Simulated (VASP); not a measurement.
A run of VASP 6.6.1 is set up as follows.

Contents of INCAR:

```
  PREC = Accurate
  ENCUT = 520
  EDIFF = 1E-6
  ISMEAR = 0
  SIGMA = 0.1
  LREAL = Auto
  LASPH = T
  NELM = 60
  ALGO = Normal
  ISIF = 2
  LWAVE = F
  LCHARG = F
  LDIPOL = T
  IDIPOL = 3
  DIPOL = 0.5 0.5 0.320
  GGA = PE
  NBANDS = 44
```

The input KPOINTS:

```
regular mesh
0
Gamma
  6 4 1
```

POSCAR

```
Be24N
1.0
    4.5254381414      0.0000000000      0.0000000000
    0.0000000000      7.1336190818      0.0000000000
    0.0000000000      0.0000000000     19.8685529820
Be N
24 1
Direct
    0.0000000000      0.3750000000      0.2013231665
    0.0000000000      0.8750000000      0.2013231665
    0.5000000000      0.3750000000      0.2013231665
    0.5000000000      0.8750000000      0.2013231665
    0.2500000000      0.1250000000      0.2341987732
    0.2500000000      0.6250000000      0.2341987732
    0.7500000000      0.1250000000      0.2341987732
    0.7500000000      0.6250000000      0.2341987732
    0.2500000000      0.3750000000      0.2999499864
    0.2500000000      0.8750000000      0.2999499864
    0.7500000000      0.3750000000      0.2999499864
    0.7500000000      0.8750000000      0.2999499864
    0.0000000000      0.1250000000      0.3268353587
    0.0000000000      0.6250000000      0.3268353587
    0.5000000000      0.1250000000      0.3268353587
    0.5000000000      0.6250000000      0.3268353587
    0.0000000000      0.3750000000      0.3993099160
    0.0000000000      0.8750000000      0.3993099160
    0.5000000000      0.3750000000      0.3993099160
    0.5000000000      0.8750000000      0.3993099160
    0.2500000000      0.1250000000      0.4211958963
    0.2500000000      0.6250000000      0.4211958963
    0.7500000000      0.1250000000      0.4211958963
    0.7500000000      0.6250000000      0.4211958963
    0.4166666667      0.2500000000      0.4668761767
```

Potentials or basis: VASP PAW PBE potentials, release 64 (Be, N).

Run with:

```bash
$ cat potpaw_PBE.64/Be/POTCAR potpaw_PBE.64/N/POTCAR > POTCAR
$ mpirun -np 1 vasp_std > vasp.out
```

Question: What does it give for the band gap on the k mesh?

Answer: Zero (an odd number of electrons rules out a gap without spin polarisation).

Question: What does it give for the largest force?

Answer: 2.149 eV/Å.

Forces in eV/Å, atoms in the order of the input:
```
Be  -0.060  0.042  0.478
Be   0.023  0.013  0.456
Be   0.038  0.020  0.483
Be   0.011 -0.007  0.504
Be   0.050  0.007 -0.748
Be   0.052 -0.074 -0.687
Be  -0.013  0.103 -0.855
Be  -0.020 -0.172 -0.702
Be   0.010 -0.068 -0.085
Be  -0.042 -0.046  0.167
Be  -0.063 -0.219  0.147
Be   0.005  0.016  0.185
Be  -0.141  0.223  0.334
Be   0.138  0.020  0.039
Be  -0.047 -0.236 -0.616
Be   0.008 -0.040  0.183
Be   0.383  0.127 -0.049
Be  -0.070 -0.141 -0.096
Be   0.439 -0.015  0.501
Be   0.095 -0.518 -0.253
Be  -1.100 -1.798 -0.419
Be  -0.137  0.552  0.152
Be  -1.152  0.479  0.811
Be   0.238  0.326  0.037
N    1.354  1.408  0.033
```
